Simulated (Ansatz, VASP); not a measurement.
# BP in VASP and in Ansatz

Contents of INCAR:

```
SYSTEM = BP
ALGO = Normal ; EDIFF = 1E-6
ENCUT = 520 ; GGA = CA
ISIF = 2 ; ISMEAR = -1
LASPH = .TRUE. ; LCHARG = .FALSE.
LREAL = .FALSE. ; LWAVE = .FALSE.
NBANDS = 11 ; NELM = 100
PREC = Accurate ; SIGMA = 0.05
```

The input KPOINTS:

```
k-points
0
G
  15 15 15
  0 0 0
```

The input POSCAR:

```
BP
1.0
    0.0000000000      2.2690000000      2.2463100000
    2.2690000000      0.0000000000      2.2463100000
    2.2690000000      2.2690000000      0.0000000000
B P
1 1
Direct
    0.0000000000      0.0000000000      0.0000000000
    0.7500000000      0.7500000000      0.7500000000
```

Input for Ansatz:

```yaml
crystal:
  lattice:
    - [0.0, 2.269, 2.24631]
    - [2.269, 0.0, 2.24631]
    - [2.269, 2.269, 0.0]
  atoms:
    - { symbol: B, position: [0.0, 0.0, 0.0] }
    - { symbol: P, position: [0.75, 0.75, 0.75] }
kpoints:
  mp_grid: { grid: [15, 15, 15] }
  band_path:
    path:
      - [0.0, 0.0, 0.0]
      - [0.0, 0.5, 0.5]
      - [0.25, 0.75, 0.5]
      - [0.0, 0.5, 0.0]
      - [0.0, 0.0, 0.0]
      - [0.5, 0.5, 0.0]
      - [0.3775380063, 0.6224619937, 0.0]
      - [-0.3775380063, 0.3775380063, 0.0]
      - [0.0, 0.0, 0.0]
    npoints: 5
scf:
  occupations: { method: fermi_dirac, width: 0.05 }
hamiltonian:
  xc: lda
  pseudopotentials: { kind: all_electron, lapw: { basis_error: 0.001 } }
output:
  forces: true
  stress: true
  eigenvalues: true
```

Change from the starting cell: zz strain of -1 %.

Alike in both runs: task single point; functional LDA; k mesh 15 × 15 × 15; occupations fermi-dirac, width 0.05 eV; no spin polarisation.

|  | VASP | Ansatz |
| --- | --- | --- |
| version | VASP 6.6.1 | Ansatz 0.2.0 |
| potentials or method | VASP PAW LDA potentials, release 64 (B, P), cutoff 520 eV | all-electron LAPW, scalar-relativistic |

|  | VASP | Ansatz | Ansatz less VASP |
| --- | --- | --- | --- |
| pressure (GPa) | -3.7 | -3.7 | +0.09 |
| traceless stress, the component that is largest in VASP (GPa) | 1.78 | 1.78 | -0.001 |

LDA's correlation is that of Perdew and Zunger in VASP and of Perdew and Wang (1992) in Ansatz. Ansatz ran all-electron here, and VASP with PAW potentials.
